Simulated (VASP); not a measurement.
# AgCl (I4/mmm) in VASP: further runs, part 2 of 2

VASP 6.6.1. The steps go on from the part before.

## 3. Single point, PBE (strain +0.040 along x and y, +0.080 along z)

INCAR reads:

```
SYSTEM = AgCl
PREC = Accurate
ENCUT = 520
EDIFF = 1E-7
ISMEAR = 0
SIGMA = 0.05
LREAL = .FALSE.
LASPH = .TRUE.
NELM = 100
ALGO = Normal
ISIF = 2
LWAVE = .FALSE.
LCHARG = .FALSE.
GGA = PE
NBANDS = 16
```

KPOINTS reads:

```
regular mesh
0
G
  8 8 8
  0 0 0
```

POSCAR reads:

```
AgCl
1.0
    0.0000000000      2.8840760000      2.9950020000
    2.8840760000      0.0000000000      2.9950020000
    2.8840760000      2.8840760000      0.0000000000
Ag Cl
1 1
Direct
    0.5000000000      0.5000000000      0.5000000000
    0.0000000000      0.0000000000      0.0000000000
```

Potentials or basis: VASP PAW PBE potentials, release 64 (Ag, Cl).

The run is started by

```bash
cat potpaw_PBE.64/Ag/POTCAR potpaw_PBE.64/Cl/POTCAR > POTCAR
mpirun -np 1 vasp_std > vasp.out
```

OUTCAR:

```text
SYSTEM = AgCl
   PREC = Accurate
   ENCUT = 520
   EDIFF = 1E-7
   ISMEAR = 0
   LREAL = .FALSE.
   LASPH = .TRUE.
   NELM = 100
   ISIF = 2
   GGA = PE

 ion  position               nearest neighbor table
   1  0.500  0.500  0.500-   2 2.88   2 2.88   2 2.88   2 2.88   2 3.00   2 3.00
   2  0.000  0.000  0.000-   1 2.88   1 2.88   1 2.88   1 2.88   1 3.00   1 3.00

  LATTYP: Found a body centered tetragonal cell.
 ALAT       =     4.0786993941
 C/A-ratio  =     1.4686063917

  Lattice vectors:

 A1 = (  -2.8840760000,   0.0000000000,   2.9950020000)
 A2 = (   2.8840760000,   0.0000000000,   2.9950020000)
 A3 = (   0.0000000000,   2.8840760000,  -2.9950020000)

Analysis of symmetry for initial positions (statically):
=====================================================================
 Subroutine PRICEL returns:
 Original cell was already a primitive cell.

 Routine SETGRP: Setting up the symmetry group for a
 body centered tetragonal supercell.

 Subroutine GETGRP returns: Found 16 space group operations
 (whereof 16 operations were pure point group operations)
 out of a pool of 16 trial point group operations.

The static configuration has the point symmetry D_4h.

[... 163 lines left out ...]
 cond. band min:       3.0056312582   @ k =   0.0000   0.0000   0.0000
 fundamental gap:      0.9016542289
 Fermi energy:         2.3767199855

 k-point     1 :       0.0000    0.0000    0.0000
  band No.  band energies     occupation
      1     -12.2000      2.00000
      2       0.0433      2.00000
      3       0.1025      2.00000
      4       0.1025      2.00000
      5       0.1155      2.00000
      6       0.1169      2.00000
[... 433 lines left out ...]
      3      -1.0724      2.00000
      4      -0.8831      2.00000
      5       0.1991      2.00000
      6       0.3115      2.00000
[... 8 lines left out ...]
     15      15.5377      0.00000
     16      15.7901      0.00000

 [... further k-points ...]

------------------------ aborting loop because EDIFF is reached ----------------------------------------

  FORCE on cell =-STRESS in cart. coord.  units (eV):
  Direction    XX          YY          ZZ          XY          YZ          ZX
  --------------------------------------------------------------------------------------
  -------------------------------------------------------------------------------------
  Total       -1.1797896     -1.1797896     -1.0869236      0.0000000     -0.0000000      0.0000000
  in kB      -37.9380171    -37.9380171    -34.9517630      0.0000000     -0.0000000      0.0000000
  external PRESSURE =     -36.9425991 kB  Pullay stress =       0.0000000 kB

 VOLUME and BASIS-vectors are now :
 -----------------------------------------------------------------------------
  energy-cutoff  :      520.00
  volume of cell :       49.82
      direct lattice vectors                 reciprocal lattice vectors
     0.000000000  2.884076000  2.995002000    -0.173365750  0.173365750  0.166944797
     2.884076000  0.000000000  2.995002000     0.173365750 -0.173365750  0.166944797
     2.884076000  2.884076000  0.000000000     0.173365750  0.173365750 -0.166944797

 POSITION                                       TOTAL-FORCE (eV/Angst)
 -----------------------------------------------------------------------------------
      2.88408      2.88408      2.99500         0.000000      0.000000      0.000000
      0.00000      0.00000      0.00000        -0.000000     -0.000000      0.000000
 -----------------------------------------------------------------------------------
    total drift:                                0.000000     -0.000000      0.000000

  FREE ENERGIE OF THE ION-ELECTRON SYSTEM (eV)
  ---------------------------------------------------
  free  energy   TOTEN  =        -5.3276374561 eV

  energy  without entropy=       -5.3276374561  energy(sigma->0) =       -5.32763746
```

OSZICAR:

```text
N       E                     dE             d eps       ncg     rms          rms(c)
DAV:   1     0.893611558324E+02    0.89361E+02   -0.83836E+03  1888   0.994E+02
DAV:   2    -0.225707515597E+01   -0.91618E+02   -0.83212E+02  2344   0.205E+02
DAV:   3    -0.554113112171E+01   -0.32841E+01   -0.32742E+01  2344   0.398E+01
DAV:   4    -0.555828990809E+01   -0.17159E-01   -0.17156E-01  2496   0.335E+00
DAV:   5    -0.555849730564E+01   -0.20740E-03   -0.20740E-03  2320   0.367E-01    0.409E+00
DAV:   6    -0.533349510653E+01    0.22500E+00   -0.30122E-01  2432   0.657E+00    0.274E+00
DAV:   7    -0.532813791532E+01    0.53572E-02   -0.96398E-02  2232   0.214E+00    0.163E+00
DAV:   8    -0.532745053344E+01    0.68738E-03   -0.65088E-03  2344   0.796E-01    0.228E-01
DAV:   9    -0.532751672956E+01   -0.66196E-04   -0.57362E-04  2424   0.341E-01    0.578E-02
DAV:  10    -0.532762771622E+01   -0.11099E-03   -0.19534E-04  2264   0.118E-01    0.425E-02
DAV:  11    -0.532763749078E+01   -0.97746E-05   -0.93185E-06  2512   0.210E-02    0.495E-03
DAV:  12    -0.532763734016E+01    0.15062E-06   -0.20468E-07  2200   0.441E-03    0.359E-03
DAV:  13    -0.532763745674E+01   -0.11658E-06   -0.35104E-07  2304   0.387E-03    0.470E-04
DAV:  14    -0.532763745608E+01    0.65802E-09   -0.90148E-09  1768   0.751E-04
   1 F= -.53276375E+01 E0= -.53276375E+01  d E =-.271572E-16
```

It took 54 s on 1 thread of Intel Xeon 8259CL, shared host; peak memory 0.2 GiB.

What came out:

| Item | Value |
| --- | --- |
| Free energy | -5.3276 eV |
| Pressure | -3.7 GPa |
| Band gap on the k mesh | 0.90 eV (least direct gap 2.65 eV) |

Levels at points of the mesh, in eV from the valence-band top:
| k point | band 7 | band 8 | band 9 | band 10 | band 11 | band 12 |
| --- | --- | --- | --- | --- | --- | --- |
| (0.00, 0.00, 0.00) | -1.85 | -1.85 | -1.75 | 0.90 | 10.73 | 10.86 |
| (0.50, 0.00, 0.00) | -1.52 | -0.19 | 0.00 | 4.52 | 5.67 | 7.65 |
| (0.50, 0.50, 0.00) | -1.70 | -1.70 | -1.69 | 2.50 | 7.82 | 8.28 |
| (0.50, 0.00, 0.50) | -1.71 | -1.68 | -1.68 | 2.50 | 8.08 | 8.19 |

Caveat: the cell differs from its parent crystal (strain +0.040 along x and y, +0.080 along z); the cell stands under tension.
